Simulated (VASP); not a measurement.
# HfB2 (P6/mmm) in VASP: a series of runs, part 2 of 2

VASP 6.6.1. The steps go on from the part before.

## (5) Single point, PBE

This run uses another cell than the first one, of 9.96 Å³/atom, 0.909 times its volume.

Contents of INCAR:

```
SYSTEM = HfB2
PREC = Accurate
ENCUT = 520
EDIFF = 1E-6
ISMEAR = -1
SIGMA = 0.15
LREAL = .False.
LASPH = .True.
NELM = 80
ALGO = Normal
ISIF = 2
LWAVE = .False.
LCHARG = .False.
GGA = PE
NBANDS = 15
```

Contents of KPOINTS:

```
regular mesh
0
Gamma
  15 15 12
  0 0 0
```

Contents of POSCAR:

```
HfB2
1.0
    3.1458463693      0.0000000000      0.0000000000
   -1.5729231847      2.7243828723      0.0000000000
    0.0000000000      0.0000000000      3.4863715053
Hf B
1 2
Direct
    0.0000000000      0.0000000000      0.0000000000
    0.3333333333      0.6666666667      0.5000000000
    0.6666666667      0.3333333333      0.5000000000
```

Potentials or basis: VASP PAW PBE potentials, release 64 (Hf_pv, B).

Command:

```console
$ cat potpaw_PBE.64/Hf_pv/POTCAR potpaw_PBE.64/B/POTCAR > POTCAR
$ mpirun -np 1 vasp_std > vasp.out
```

OUTCAR:

```text
SYSTEM = HfB2
   PREC = Accurate
   ENCUT = 520
   EDIFF = 1E-6
   ISMEAR = -1
   LREAL = .False.
   LASPH = .True.
   NELM = 80
   ISIF = 2
   GGA = PE

 ion  position               nearest neighbor table
   1  0.000  0.000  0.000-   2 2.52   3 2.52   2 2.52   3 2.52   3 2.52   3 2.52   2 2.52   2 2.52
                             3 2.52   3 2.52   2 2.52   2 2.52
   2  0.333  0.667  0.500-   3 1.82   3 1.82   3 1.82   1 2.52   1 2.52   1 2.52   1 2.52   1 2.52
                             1 2.52
   3  0.667  0.333  0.500-   2 1.82   2 1.82   2 1.82   1 2.52   1 2.52   1 2.52   1 2.52   1 2.52
                             1 2.52

  LATTYP: Found a hexagonal cell.
 ALAT       =     3.1458463693
 C/A-ratio  =     1.1082459523

  Lattice vectors:

 A1 = (   3.1458463693,   0.0000000000,   0.0000000000)
 A2 = (  -1.5729231847,   2.7243828723,   0.0000000000)
 A3 = (   0.0000000000,   0.0000000000,   3.4863715053)

Analysis of symmetry for initial positions (statically):
=====================================================================
 Subroutine PRICEL returns:
 Original cell was already a primitive cell.

 Routine SETGRP: Setting up the symmetry group for a
 hexagonal supercell.

 Subroutine GETGRP returns: Found 24 space group operations
 (whereof 24 operations were pure point group operations)
 out of a pool of 24 trial point group operations.

The static configuration has the point symmetry D_6h.

Analysis of symmetry for dynamics (positions and initial velocities):
=====================================================================
 Subroutine PRICEL returns:
 Original cell was already a primitive cell.

 Routine SETGRP: Setting up the symmetry group for a
 hexagonal supercell.

 Subroutine GETGRP returns: Found 24 space group operations
 (whereof 24 operations were pure point group operations)
 out of a pool of 24 trial point group operations.

The dynamic configuration has the point symmetry D_6h.

 Subroutine INISYM returns: Found 24 space group operations
 (whereof 24 operations are pure point group operations),
 and found     1 'primitive' translations

----------------------------------------------------------------------------------------

                                     Primitive cell

  volume of cell :      29.8799

  direct lattice vectors                    reciprocal lattice vectors
     3.145846369  0.000000000  0.000000000     0.317879477  0.183527802  0.000000000
    -1.572923185  2.724382872  0.000000000     0.000000000  0.367055604  0.000000000
     0.000000000  0.000000000  3.486371505     0.000000000  0.000000000  0.286831165

  length of vectors
     3.145846369  3.145846369  3.486371505     0.367055604  0.367055604  0.286831165

  position of ions in fractional coordinates (direct lattice)
     0.000000000  0.000000000  0.000000000
     0.333333333  0.666666667  0.500000000
     0.666666667  0.333333333  0.500000000

  ion indices of the primitive-cell ions
   primitive index   ion index
                 1           1
                 2           2
                 3           3

----------------------------------------------------------------------------------------

 KPOINTS: regular mesh

Automatic generation of k-mesh.
 Grid dimensions read from file:
 generate k-points for:   15   15   12
[... 43 lines left out ...]
  0.333333  0.200000  0.000000     12.000000
  0.400000  0.200000  0.000000      6.000000
 [... further k-points ...]
   k-points           NKPTS =    189   k-points in BZ     NKDIM =    189   number of bands    NBANDS=     15
   number of dos      NEDOS =    301   number of ions     NIONS =      3
   total plane-waves  NPLWV =  16128
   dimension x,y,z NGX =    24 NGY =   24 NGZ =   28
   dimension x,y,z NGXF=    48 NGYF=   48 NGZF=   56
   ions per type =               1   2
   NGX,Y,Z   is equivalent  to a cutoff of  12.68, 12.68, 13.35 a.u.
   NGXF,Y,Z  is equivalent  to a cutoff of  25.37, 25.37, 26.70 a.u.
 SYSTEM =  HfB2
   PREC   = accura    normal or accurate (medium, high low for compatibility)
   ISTART =      0    job   : 0-new  1-cont  2-samecut
   ICHARG =      2    charge: 1-file 2-atom 10-const
   ISPIN  =      1    spin polarized calculation?
   LNONCOLLINEAR =      F non collinear calculations
   LSORBIT =      F    spin-orbit coupling
   LASPH  =      T    aspherical Exc in radial PAW
   ENCUT  =  520.0 eV  38.22 Ry    6.18 a.u.   5.85  5.85  6.48*2*pi/ulx,y,z
   NELM   =     80;   NELMIN=  2; NELMDL= -5     # of ELM steps
   EDIFF  = 0.1E-05   stopping-criterion for ELM
   LREAL  =      F    real-space projection
   EDIFFG = 0.1E-04   stopping-criterion for IOM
   NSW    =      0    number of steps for IOM
   IBRION =     -1    ionic relax: 0-MD 1-quasi-New 2-CG
   NFREE  =      0    steps in history (QN), initial steepest desc. (CG)
   ISIF   =      2    stress and relaxation
   ISYM   =      2    0-nonsym 1-usesym 2-fastsym
   POTIM  = 0.5000    time-step for ionic-motion
   TEBEG  =    0.0;   TEEND  =   0.0 temperature during run
   PSTRESS=    0.0 pullay stress
   NELECT =      16.0000    total number of electrons
   NUPDOWN=      -1.0000    fix difference up-down
   EMIN   =  10.00;   EMAX   =-10.00  energy-range for DOS
   EFERMI =   0.00;   METHOD = LEGACY
   ISMEAR =    -1;   SIGMA  =   0.15  broadening in eV -4-tet -1-fermi 0-gaus
   EFERMI_NEDOS =   21; number of points for ismear=-14 and -15
   IALGO  =     38    algorithm
   IMIX   =      4    mixing-type and parameters
     AMIX     =   0.40;   BMIX     =  1.00
     AMIX_MAG =   1.60;   BMIX_MAG =  1.00
  volume/ion in A,a.u.               =       9.96        67.21
  Fermi-wavevector in a.u.,A,eV,Ry     =   1.329398  2.512198 24.045567  1.767299
  Thomas-Fermi vector in A             =   2.458563
   LORBIT       =      0    0 simple, 1 ext, 2 COOP (PROOUT), +10 PAW based schemes
   GGA     = PE    functional components
[... 5 lines left out ...]
 non-spin polarized calculation
  energy-cutoff  :      520.00
  volume of cell :       29.88
 maximum number of plane-waves:       820
 NGX is ok and might be reduce to    24
   NGX = 11   NGY = 11   NGZ = 13

 number of electron      15.9999997 magnetization

 Free energy of the ion-electron system (eV)
  ---------------------------------------------------
  ext. energy  EPLUGINS =         0.00000000
  ---------------------------------------------------
  free energy    TOTEN  =       -26.41038200 eV

  energy without entropy =      -26.39024143  energy(sigma->0) =      -26.40031171

 E-fermi :   7.6353     XC(G=0): -12.5706

 val. band max:        7.6106576382   @ k =   0.4000   0.1333   0.0000
 cond. band min:       7.6704070648   @ k =   0.0667   0.0667   0.4167
 fundamental gap:      0.0597494266
 Fermi energy:         7.6352884637

 k-point     1 :       0.0000    0.0000    0.0000
  band No.  band energies     occupation
      1     -23.0252      2.00000
      2     -22.5346      2.00000
      3     -22.5346      2.00000
      4      -6.0952      2.00000
      5       4.6375      2.00000
      6       4.7407      2.00000
      7       4.7407      2.00000
      8       4.8441      2.00000
      9      11.6251      0.00000
     10      11.6251      0.00000
     11      12.2582      0.00000
     12      12.2582      0.00000
     13      12.5784      0.00000
     14      12.5944      0.00000
[... 401 lines left out ...]
      2     -22.8850      2.00000
      3     -22.8744      2.00000
      4      -1.4421      2.00000
      5      -1.1529      2.00000
      6       1.5590      2.00000
      7       4.0714      2.00000
      8       6.5707      1.99835
      9       7.3896      1.67451
     10      10.5833      0.00000
     11      12.2282      0.00000
     12      14.4683      0.00000
     13      16.4231      0.00000
     14      17.6044      0.00000
     15      17.9806      0.00000

 [... further k-points ...]

------------------------ aborting loop because EDIFF is reached ----------------------------------------

  FORCE on cell =-STRESS in cart. coord.  units (eV):
  Direction    XX          YY          ZZ          XY          YZ          ZX
  --------------------------------------------------------------------------------------
  -------------------------------------------------------------------------------------
  Total       -0.0887743     -0.0887743     -0.0348762      0.0000000     -0.0000000      0.0000000
  in kB       -4.7601288     -4.7601288     -1.8700812      0.0000000     -0.0000000      0.0000000
  external PRESSURE =      -3.7967796 kB  Pullay stress =       0.0000000 kB

 VOLUME and BASIS-vectors are now :
 -----------------------------------------------------------------------------
  energy-cutoff  :      520.00
  volume of cell :       29.88
      direct lattice vectors                 reciprocal lattice vectors
     3.145846369  0.000000000  0.000000000     0.317879477  0.183527802  0.000000000
    -1.572923185  2.724382872  0.000000000     0.000000000  0.367055604  0.000000000
     0.000000000  0.000000000  3.486371505     0.000000000  0.000000000  0.286831165

 POSITION                                       TOTAL-FORCE (eV/Angst)
 -----------------------------------------------------------------------------------
      0.00000      0.00000      0.00000        -0.000000      0.000000      0.000000
     -0.00000      1.81626      1.74319        -0.000000      0.000000      0.000000
      1.57292      0.90813      1.74319         0.000000      0.000000     -0.000000
 -----------------------------------------------------------------------------------
    total drift:                               -0.000000      0.000000      0.000000

  FREE ENERGIE OF THE ION-ELECTRON SYSTEM (eV)
  ---------------------------------------------------
  free  energy   TOTEN  =       -26.4103819994 eV

  energy  without entropy=      -26.3902414266  energy(sigma->0) =      -26.40031171
```

OSZICAR:

```text
N       E                     dE             d eps       ncg     rms          rms(c)
DAV:   1     0.280089908368E+02    0.28009E+02   -0.80103E+03  5670   0.101E+03
DAV:   2    -0.272519403069E+02   -0.55261E+02   -0.51801E+02  7578   0.218E+02
DAV:   3    -0.287770356344E+02   -0.15251E+01   -0.15179E+01  7413   0.264E+01
DAV:   4    -0.287833250742E+02   -0.62894E-02   -0.62885E-02  6713   0.210E+00
DAV:   5    -0.287833623084E+02   -0.37234E-04   -0.37233E-04  7371   0.142E-01    0.520E+01
DAV:   6    -0.265243546463E+02    0.22590E+01   -0.27914E+00  6832   0.120E+01    0.382E+01
DAV:   7    -0.264746363736E+02    0.49718E-01   -0.93471E-01  7273   0.703E+00    0.117E+01
DAV:   8    -0.264148686509E+02    0.59768E-01   -0.23136E-01  6706   0.362E+00    0.162E+00
DAV:   9    -0.264105591317E+02    0.43095E-02   -0.19102E-02  6594   0.111E+00    0.382E-01
DAV:  10    -0.264103765976E+02    0.18253E-03   -0.77851E-04  7112   0.231E-01    0.260E-01
DAV:  11    -0.264103846731E+02   -0.80756E-05   -0.55095E-05  6951   0.559E-02    0.110E-01
DAV:  12    -0.264103819238E+02    0.27493E-05   -0.34841E-06  6664   0.137E-02    0.114E-02
DAV:  13    -0.264103819994E+02   -0.75615E-07   -0.22517E-07  3178   0.396E-03
   1 F= -.26410382E+02 E0= -.26400312E+02  d E =-.201406E-01
```

It took 53 s on 1 thread of Intel Xeon 6975P-C, shared host; peak memory 0.21 GiB.

Results:

- Free energy: -26.4104 eV
- Pressure: -0.4 GPa
- Band gap on the k mesh: zero (band 8 reaches 8.42 eV, above the bottom of band 9 at 7.39 eV)

Caveat: spin-orbit coupling is left out, which moves the levels of the heavy elements.

## (6) Relaxation of cell and atoms, PBE

This run uses another cell than the first one, of 9.96 Å³/atom, 0.909 times its volume.

Contents of INCAR:

```
PREC = Accurate
ENCUT = 600
EDIFF = 1E-6
ISMEAR = -1
SIGMA = 0.15
LREAL = False
LASPH = True
NELM = 80
ALGO = Normal
ISIF = 3
LWAVE = False
LCHARG = False
GGA = PE
IBRION = 2
NSW = 80
EDIFFG = -0.001
```

Contents of KPOINTS:

```
Automatic mesh
0
Gamma
  15 15 12
```

Contents of POSCAR:

```
HfB2
1.0
    3.1450633626      0.0000000000      0.0000000000
   -1.5725316813      2.7237047685      0.0000000000
    0.0000000000      0.0000000000      3.4872976848
Hf B
1 2
Direct
    0.0000000000      0.0000000000      0.0000000000
    0.3333333333      0.6666666667      0.5000000000
    0.6666666667      0.3333333333      0.5000000000
```

Potentials or basis: VASP PAW PBE potentials, release 64 (Hf_pv, B).

Command:

```console
$ cat potpaw_PBE.64/Hf_pv/POTCAR potpaw_PBE.64/B/POTCAR > POTCAR
$ mpirun -np 1 vasp_std > vasp.out
```

It took 3.4 min on 1 thread of Intel Xeon 6975P-C, shared host; peak memory 0.24 GiB.

The run converged. Its results:

```
Free energy                            : -26.4125 eV
Relaxed volume                         : 9.95 Å³/atom
Relaxed cell                           : a = 3.144 Å, b = 3.144 Å, c = 3.486 Å, α = 90.00°, β = 90.00°, γ = 120.00°
Space group after relaxing (to 0.05 Å) : P6/mmm (No. 191)
Energy gained by relaxing              : 0.0 meV/atom
Ionic steps                            : 8
Pressure after relaxing                : 0.0 GPa
Band gap on the k mesh                 : zero (band 8 reaches 8.44 eV, above the bottom of band 9 at 7.40 eV)
```

Final structure:
```yaml
crystal:
  lattice:
    - [3.14351, 0.00000, 0.00000]
    - [-1.57176, 2.72236, 0.00000]
    - [0.00000, 0.00000, 3.48632]
  atoms:
    - { symbol: Hf, position: [0.00000, 0.00000, 0.00000] }
    - { symbol: B, position: [0.33333, 0.66667, 0.50000] }
    - { symbol: B, position: [0.66667, 0.33333, 0.50000] }
```

Levels at points of the mesh, in eV from the Fermi level:
```csv
k point,band 6,band 7,band 8,band 9,band 10,band 11
"(0.00, 0.00, 0.00)",-2.89,-2.89,-2.80,4.00,4.00,4.62
"(0.00, 0.00, 0.50)",-1.20,-1.20,0.32,0.32,0.99,0.99
```

Caveat: spin-orbit coupling is left out, which moves the levels of the heavy elements.

## (7) The runs side by side

| task | cell | cutoff (eV) | smearing | gap on the mesh (eV) | pressure (GPa) |
| --- | --- | --- | --- | --- | --- |
| single point | a = 3.236, b = 3.236, c = 3.623 Å, angles 90.0, 90.0, 120.0°, 3 atoms | 520 | gaussian 0.1 eV | none | -20.1 |
| relaxation of shape and atoms at fixed volume | relaxed from a = 3.021, b = 3.021, c = 3.325 Å, angles 90.0, 90.0, 120.0°, 3 atoms | 600 | gaussian 0.1 eV | none | 40.8 |
| relaxation of shape and atoms at fixed volume | relaxed from a = 3.053, b = 3.053, c = 3.368 Å, angles 90.0, 90.0, 120.0°, 3 atoms | 600 | gaussian 0.1 eV | none | 28.1 |
| single point | a = 3.146, b = 3.146, c = 3.486 Å, angles 90.0, 90.0, 120.0°, 3 atoms | 520 | fermi-dirac 0.15 eV | none | -0.4 |
| relaxation of cell and atoms | relaxed from a = 3.145, b = 3.145, c = 3.487 Å, angles 90.0, 90.0, 120.0°, 3 atoms | 600 | fermi-dirac 0.15 eV | none | 0.0 |

Alike in all rows: level PBE; potentials or basis VASP PAW PBE potentials, release 64 (Hf_pv, B); no spin polarisation; k mesh 15 × 15 × 12.

Caveats: spin-orbit coupling is left out, which moves the levels of the heavy elements; the relaxation stopped at its first step, so nothing moved (some runs).

Absolute energies hang on the potentials; compare differences alone.
